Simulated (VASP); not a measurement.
Write the native input for VASP 6.6.1 that does the following.

```
Task                   : single point
Functional             : PBEsol
Potentials or basis    : VASP PAW PBE potentials, release 64 (Ge_d)
Cutoff                 : 520 eV
k mesh                 : 8 × 8 × 8
Occupations            : gaussian, width 0.15 eV
Spin                   : no spin polarisation
Dipole correction      : no
Further INCAR settings : ALGO = Fast; EDIFF = 1e-06; NBANDS = 66
```

The structure of Ge lies in POSCAR:

```
Ge
1.0
   -3.5217080442      3.5217080442      3.4176181512
    3.5217080442     -3.5217080442      3.4176181512
    3.5217080442      3.5217080442     -3.4176181512
Ge
8
Direct
    0.5000000000      0.0000000000      0.7958385091
    0.7958385091      0.5000000000      0.0000000000
    0.0000000000      0.7958385091      0.5000000000
    0.7041614909      0.7041614909      0.7041614909
    0.5000000000      0.0000000000      0.2041614909
    0.2041614909      0.5000000000      0.0000000000
    0.0000000000      0.2041614909      0.5000000000
    0.2958385091      0.2958385091      0.2958385091
```

This cell differs from its parent crystal: strain +0.015 along x and y, -0.015 along z.

One way to write it, as run:

INCAR

```
  ALGO = Fast
  EDIFF = 1E-6
  ENCUT = 520
  GGA = PS
  ISIF = 2
  ISMEAR = 0
  LASPH = True
  LCHARG = False
  LREAL = False
  LWAVE = False
  NBANDS = 66
  NELM = 100
  PREC = Accurate
  SIGMA = 0.15
```

KPOINTS

```
k-points
0
Gamma
  8 8 8
```

Potentials or basis: VASP PAW PBE potentials, release 64 (Ge_d).

Launch:

```console
$ cat potpaw_PBE.64/Ge_d/POTCAR > POTCAR
$ mpirun -np 1 vasp_std > vasp.out
```

Results of the run:

```
Pressure               : -1.0 GPa
Largest force          : 0.157 eV/Å
Band gap on the k mesh : zero (bands 56 and 57 overlap by 0.76 eV)
```

Caveat: the cell differs from its parent crystal (strain +0.015 along x and y, -0.015 along z); semilocal functionals underestimate gaps, and a narrow one can read as zero; the PAW data sets were made with another functional, which shifts forces and pressure a little.

Run time: 37 min on 1 thread of Oxide Virtual Turin-like Processor, on a shared host, peak memory 0.75 GiB.
